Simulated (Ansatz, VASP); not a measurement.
# Pd: VASP beside Ansatz

File INCAR:

```
SYSTEM = Pd
PREC = Accurate
ENCUT = 520
EDIFF = 1E-6
ISMEAR = -1
SIGMA = 0.05
LREAL = .False.
LASPH = .True.
NELM = 150
ALGO = Normal
ISIF = 2
LWAVE = .False.
LCHARG = .False.
ISPIN = 2
MAGMOM = -0.467 -0.467
LORBIT = 11
LMAXMIX = 4
GGA = PS
NBANDS = 21
```

The input KPOINTS:

```
Automatic mesh
0
Gamma
  11 11 11
  0 0 0
```

The input POSCAR:

```
Pd
1.0
    0.0000000000      2.8810131898      2.8810131898
    2.8810131898      0.0000000000      2.8810131898
    2.8810131898      2.8810131898      0.0000000000
Pd
2
Direct
    0.1250000000      0.1250000000      0.1250000000
    0.8750000000      0.8750000000      0.8750000000
```

Input for Ansatz:

```yaml
crystal:
  lattice:
    - [0.0, 2.8810131898, 2.8810131898]
    - [2.8810131898, 0.0, 2.8810131898]
    - [2.8810131898, 2.8810131898, 0.0]
  atoms:
    - { symbol: Pd, position: [0.125, 0.125, 0.125], spin: -0.467 }
    - { symbol: Pd, position: [0.875, 0.875, 0.875], spin: -0.467 }
hamiltonian:
  xc: pbesol
  pseudopotentials:
    kind: paw
    azcp:
      Pd: "pseudopotentials/Pd.paw.azcp"
basis:
  ecutwfc: 420
  fft_grid_basis: typed
kpoints:
  mp_grid: { grid: [11, 11, 11], shift: [0, 0, 0] }
magnetization:
  spin_polarized: true
scf:
  occupations: { method: fermi_dirac, width: 0.05 }
  lower_state_search: "off"
output:
  stress: true
  write_density: true
  write_potential: true
  elf: true
  volumetric_format: npy
```

Alike in both runs: task single point; functional PBEsol; k mesh 11 × 11 × 11; occupations fermi-dirac, width 0.05 eV; collinear spin.

|  | VASP | Ansatz |
| --- | --- | --- |
| version | VASP 6.6.1 | Ansatz 0.2.0 |
| potentials or method | VASP PAW PBE potentials, release 64 (Pd), cutoff 520 eV | plane waves (420 eV) with PAW, scalar-relativistic |
| valence electrons in the cell | 20 | 36 |

```csv
,VASP,Ansatz,Ansatz less VASP
pressure (GPa),-3.3,-2.9,+0.34
net moment per atom (μB),0.49,0.49,+0.001
size of the moment on the site where the two differ most (μB),0.47,0.47,-0.005
```

VASP's potentials were made for PBE, not for PBEsol, and Ansatz warns of the same on its side. Site moments also hang on the region over which each program counts them. With one functional, cell and mesh, what is left measures potentials, basis and numerics. VASP's potentials hold 20 valence electrons a cell and Ansatz's 36, so a difference there can come from the potentials and not from the codes.
